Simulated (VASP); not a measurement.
# InSe (P6_3/mmc) in VASP: notebook, part 2 of 2

VASP 6.6.1. The steps go on from the part before.

## 3. Single point, PBE+D3(BJ)

This run uses another cell than the first one, of 29.53 Å³/atom.

Contents of INCAR:

```
  PREC = Accurate
  ENCUT = 520
  EDIFF = 1E-7
  ISMEAR = -1
  SIGMA = 0.02
  LREAL = F
  LASPH = T
  NELM = 80
  ALGO = Normal
  ISIF = 2
  LWAVE = F
  LCHARG = T
  GGA = PE
  IVDW = 12
  LELF = T
  LVHAR = T
  NBANDS = 48
```

Contents of KPOINTS:

```
regular mesh
0
Gamma
  6 6 2
```

Contents of POSCAR:

```
InSe
1.0
    4.0334761483      0.0000000000      0.0000000000
   -2.0167380742      3.4930928100      0.0000000000
    0.0000000000      0.0000000000     16.7666495474
In Se
4 4
Direct
    0.3333333333      0.6666666667      0.1666749086
    0.6666666667      0.3333333333      0.6666749086
    0.3333333333      0.6666666667      0.3333250914
    0.6666666667      0.3333333333      0.8333250914
    0.3333333333      0.6666666667      0.5899964173
    0.6666666667      0.3333333333      0.0899964173
    0.3333333333      0.6666666667      0.9100035827
    0.6666666667      0.3333333333      0.4100035827
```

Potentials or basis: VASP PAW PBE potentials, release 64 (In_d, Se).

Command:

```sh
> cat potpaw_PBE.64/In_d/POTCAR potpaw_PBE.64/Se/POTCAR > POTCAR
> mpirun -np 1 vasp_std > vasp.out
```

OUTCAR:

```text
PREC = Accurate
   ENCUT = 520
   EDIFF = 1E-7
   ISMEAR = -1
   LREAL = F
   LASPH = T
   NELM = 80
   ISIF = 2
   GGA = PE
   IVDW = 12
 IVDW          = 12

 ion  position               nearest neighbor table
   1  0.333  0.667  0.167-   6 2.66   6 2.66   6 2.66   3 2.79
   2  0.667  0.333  0.667-   5 2.66   5 2.66   5 2.66   4 2.79
   3  0.333  0.667  0.333-   8 2.66   8 2.66   8 2.66   1 2.79
[... 923 lines left out ...]
  -------------------------------------------------------------------------------------
  Total       0.07625     0.07625     0.02810    -0.00000    -0.00000     0.00000
  in kB       0.51718     0.51718     0.19059    -0.00000    -0.00000     0.00000
  external pressure =        0.41 kB  Pullay stress =        0.00 kB

 VOLUME and BASIS-vectors are now :
 -----------------------------------------------------------------------------
  energy-cutoff  :      520.00
  volume of cell :      236.23
      direct lattice vectors                 reciprocal lattice vectors
     4.033476148  0.000000000  0.000000000     0.247925106  0.143139626  0.000000000
    -2.016738074  3.493092810  0.000000000     0.000000000  0.286279253  0.000000000
     0.000000000  0.000000000 16.766649547     0.000000000  0.000000000  0.059642208

 POSITION                                       TOTAL-FORCE (eV/Angst)
 -----------------------------------------------------------------------------------
     -0.00000      2.32873      2.79458         0.000000      0.000000      0.017370
      2.01674      1.16436     11.17790         0.000000     -0.000000      0.017370
     -0.00000      2.32873      5.58874        -0.000000      0.000000     -0.017370
      2.01674      1.16436     13.97207        -0.000000      0.000000     -0.017370
     -0.00000      2.32873      9.89226        -0.000000     -0.000000     -0.017017
      2.01674      1.16436      1.50894         0.000000      0.000000     -0.017017
     -0.00000      2.32873     15.25771        -0.000000     -0.000000      0.017017
      2.01674      1.16436      6.87439         0.000000     -0.000000      0.017017
 -----------------------------------------------------------------------------------
    total drift:                               -0.000000      0.000000      0.000000

  FREE ENERGIE OF THE ION-ELECTRON SYSTEM (eV)
  ---------------------------------------------------
  free  energy   TOTEN  =       -30.6840962387 eV

  energy  without entropy=      -30.6840945244  energy(sigma->0) =      -30.68409538
```

OSZICAR:

```text
N       E                     dE             d eps       ncg     rms          rms(c)
DAV:   1     0.780640888411E+03    0.78064E+03   -0.33988E+04  1344   0.177E+03
DAV:   2     0.928120439241E+02   -0.68783E+03   -0.66652E+03  1344   0.470E+02
DAV:   3    -0.215229813987E+02   -0.11434E+03   -0.11063E+03  1648   0.194E+02
DAV:   4    -0.289395281470E+02   -0.74165E+01   -0.73604E+01  1592   0.494E+01
DAV:   5    -0.292102152525E+02   -0.27069E+00   -0.27055E+00  1632   0.980E+00    0.102E+01
DAV:   6    -0.283285154215E+02    0.88170E+00   -0.13478E+00  1752   0.159E+01    0.587E+00
DAV:   7    -0.283168893055E+02    0.11626E-01   -0.10123E+00  1920   0.543E+00    0.147E+00
DAV:   8    -0.283090269048E+02    0.78624E-02   -0.10354E-01  1928   0.314E+00    0.114E+00
DAV:   9    -0.283115284993E+02   -0.25016E-02   -0.18795E-02  1544   0.555E-01    0.531E-01
DAV:  10    -0.283121316987E+02   -0.60320E-03   -0.23626E-03  2056   0.404E-01    0.217E-01
DAV:  11    -0.283125106832E+02   -0.37898E-03   -0.10393E-03  1600   0.199E-01    0.499E-02
DAV:  12    -0.283125141915E+02   -0.35083E-05   -0.87512E-05  2136   0.744E-02    0.344E-02
DAV:  13    -0.283125280547E+02   -0.13863E-04   -0.20713E-05  1544   0.198E-02    0.113E-02
DAV:  14    -0.283125291608E+02   -0.11061E-05   -0.39325E-06  1672   0.228E-02    0.168E-03
DAV:  15    -0.283125293583E+02   -0.19746E-06   -0.99539E-07  1376   0.483E-03    0.165E-03
DAV:  16    -0.283125293690E+02   -0.10729E-07   -0.12493E-07  1176   0.178E-03
   1 F= -.30684096E+02 E0= -.30684095E+02  d E =-.171437E-05
```

stdout:

```text
POSCAR found type information on POSCAR InSe
 POSCAR found :  2 types and       8 ions
 scaLAPACK will be used
 LDA part: xc-table for (Slater+PW92), standard interpolation
 POSCAR, INCAR and KPOINTS ok, starting setup
 FFT: planning ... GRIDC
 FFT: planning ... GRID_SOFT
 FFT: planning ... GRID
 WAVECAR not read
 entering main loop
```

Run time: 2.9 min. Hardware: 1 thread of Intel Xeon Platinum 8488C (Sapphire Rapids), shared host; peak memory 0.39 GiB.

Results:

```yaml
Free_energy: -30.6841 eV
Pressure: 0.0 GPa
Largest_force: 0.017 eV/Å
Band_gap_on_the_k_mesh: 0.35 eV
Dispersion_energy_per_atom: -0.296 eV
```

Forces in eV/Å, atoms in the order of the input:
```
In   0.000  0.000  0.017
In   0.000  0.000  0.017
In   0.000  0.000 -0.017
In   0.000  0.000 -0.017
Se   0.000  0.000 -0.017
Se   0.000  0.000 -0.017
Se   0.000  0.000  0.017
Se   0.000  0.000  0.017
```

Levels at points of the mesh, in eV from the valence-band top:
| k point | band 35 | band 36 | band 37 | band 38 | band 39 | band 40 | band 41 | band 42 |
| --- | --- | --- | --- | --- | --- | --- | --- | --- |
| (0.00, 0.00, 0.00) | -1.18 | -1.10 | -1.10 | 0.00 | 0.35 | 1.72 | 2.11 | 2.11 |
| (0.50, 0.00, 0.00) | -2.08 | -2.07 | -1.98 | -1.35 | 1.11 | 1.21 | 1.92 | 1.94 |
| (0.00, 0.00, 0.50) | -1.13 | -1.13 | -0.92 | -0.92 | 1.21 | 1.21 | 2.12 | 2.12 |
| (0.50, 0.00, 0.50) | -2.05 | -2.05 | -1.71 | -1.71 | 1.46 | 1.46 | 1.58 | 1.58 |

Caveat: spin-orbit coupling is left out, which moves the levels of the heavy elements.

## 4. Single point, r2SCAN+rVV10

This run uses another cell than the first one, of 29.58 Å³/atom.

Contents of POSCAR:

```
InSe
1.0
    4.0181119053      0.0000000000      0.0000000000
   -2.0090559527      3.4797869852      0.0000000000
    0.0000000000      0.0000000000     16.9256135378
In Se
4 4
Direct
    0.3333333333      0.6666666667      0.1677023332
    0.6666666667      0.3333333333      0.6677023332
    0.3333333333      0.6666666667      0.3322976668
    0.6666666667      0.3333333333      0.8322976668
    0.3333333333      0.6666666667      0.5927860119
    0.6666666667      0.3333333333      0.0927860119
    0.3333333333      0.6666666667      0.9072139881
    0.6666666667      0.3333333333      0.4072139881
```

Contents of INCAR.step1:

```
SYSTEM = InSe
PREC     = Accurate       ! precision mode
ENCUT    = 520            ! plane-wave cutoff, eV
ISMEAR   = -1             ! smearing method
SIGMA    = 0.02           ! smearing width, eV
LREAL    = .FALSE.        ! projectors in reciprocal space
LASPH    = .TRUE.         ! aspherical terms in the spheres
NELM     = 60             ! most SCF steps
NBANDS   = 48             ! bands
GGA      = PE             ! functional
ALGO     = Normal         ! electronic algorithm
EDIFF    = 1E-4           ! SCF threshold, eV
LWAVE    = .TRUE.         ! write WAVECAR
LCHARG   = .FALSE.        ! write CHGCAR
```

Contents of INCAR.step2:

```
SYSTEM = InSe
PREC     = Accurate       ! precision mode
ENCUT    = 520            ! plane-wave cutoff, eV
EDIFF    = 1E-7           ! SCF threshold, eV
ISMEAR   = -1             ! smearing method
SIGMA    = 0.02           ! smearing width, eV
LREAL    = .FALSE.        ! projectors in reciprocal space
LASPH    = .TRUE.         ! aspherical terms in the spheres
NELM     = 60             ! most SCF steps
ALGO     = Normal         ! electronic algorithm
ISIF     = 2              ! what is computed and relaxed
LWAVE    = .FALSE.        ! write WAVECAR
LCHARG   = .FALSE.        ! write CHGCAR
METAGGA  = R2SCAN         ! meta-GGA
LMIXTAU  = .TRUE.       
LUSE_VDW = .TRUE.       
IVDW_NL  = 2            
BPARAM   = 11.95        
CPARAM   = 0.0093       
NBANDS   = 48             ! bands
ISTART   = 1
```

Contents of KPOINTS:

```
regular mesh
0
G
  6 6 2
  0 0 0
```

Command:

```sh
> cat potpaw_PBE.64/In_d/POTCAR potpaw_PBE.64/Se/POTCAR > POTCAR
> cp INCAR.step1 INCAR
> mpirun -np 1 vasp_std > vasp.out
> cp INCAR.step2 INCAR
> mpirun -np 1 vasp_std > vasp.out
```

Run time: 23 min. Hardware: 1 thread of Intel Xeon Platinum 8488C (Sapphire Rapids), shared host; peak memory 0.83 GiB.

The run converged. Its results:

| Item | Value |
| --- | --- |
| Free energy | -150.7223 eV |
| Pressure | 0.1 GPa |
| Largest force | 0.025 eV/Å |
| Band gap on the k mesh | 0.84 eV |

Forces on the atoms (eV/Å):
```
In   0.000  0.000  0.013
In   0.000  0.000  0.013
In   0.000  0.000 -0.013
In   0.000  0.000 -0.013
Se   0.000  0.000 -0.025
Se   0.000  0.000 -0.025
Se   0.000  0.000  0.025
Se   0.000  0.000  0.025
```

Levels at points of the mesh, in eV from the valence-band top:
```csv
k point,band 34,band 35,band 36,band 37,band 38,band 39,band 40,band 41,band 42,band 43
"(0.00, 0.00, 0.00)",-1.26,-1.26,-1.18,-1.18,0.00,0.84,2.01,2.55,2.58,4.57
"(0.50, 0.00, 0.00)",-2.31,-2.15,-2.11,-2.06,-1.43,1.49,1.55,2.13,2.32,3.73
"(0.00, 0.00, 0.50)",-1.21,-1.21,-1.21,-0.82,-0.82,1.55,1.55,2.57,2.57,4.63
"(0.50, 0.00, 0.50)",-2.35,-2.18,-2.18,-1.74,-1.74,1.75,1.75,1.95,1.95,3.91
```

Caveat: the PAW data sets were made with another functional, which shifts forces and pressure a little; spin-orbit coupling is left out, which moves the levels of the heavy elements. r2SCAN opens gaps a little over a GGA but as a rule still falls short of measured ones.

## 5. Summary

| level | cell | gap on the mesh (eV) | pressure (GPa) | largest force (eV/Å) |
| --- | --- | --- | --- | --- |
| PBE+D4 | a = 4.031, b = 4.031, c = 16.720 Å, angles 90.0, 90.0, 120.0°, 8 atoms, atomic positions A | 0.35 | 0.0 | 0.01 |
| PBE+D3(BJ) | a = 4.033, b = 4.033, c = 16.767 Å, angles 90.0, 90.0, 120.0°, 8 atoms, atomic positions A | 0.35 | 0.0 | 0.02 |
| r2SCAN+rVV10 | a = 4.018, b = 4.018, c = 16.926 Å, angles 90.0, 90.0, 120.0°, 8 atoms, atomic positions B | 0.84 | 0.1 | 0.03 |

Alike in all rows: task single point; potentials or basis VASP PAW PBE potentials, release 64 (In_d, Se); no spin polarisation; k mesh 6 × 6 × 2; cutoff (eV) 520; smearing fermi-dirac 0.02 eV.

Caveats: spin-orbit coupling is left out, which moves the levels of the heavy elements; the PAW data sets were made with another functional, which shifts forces and pressure a little (at least some runs).

Total energies depend on the potentials used, so only differences within one code and one set of settings carry meaning.
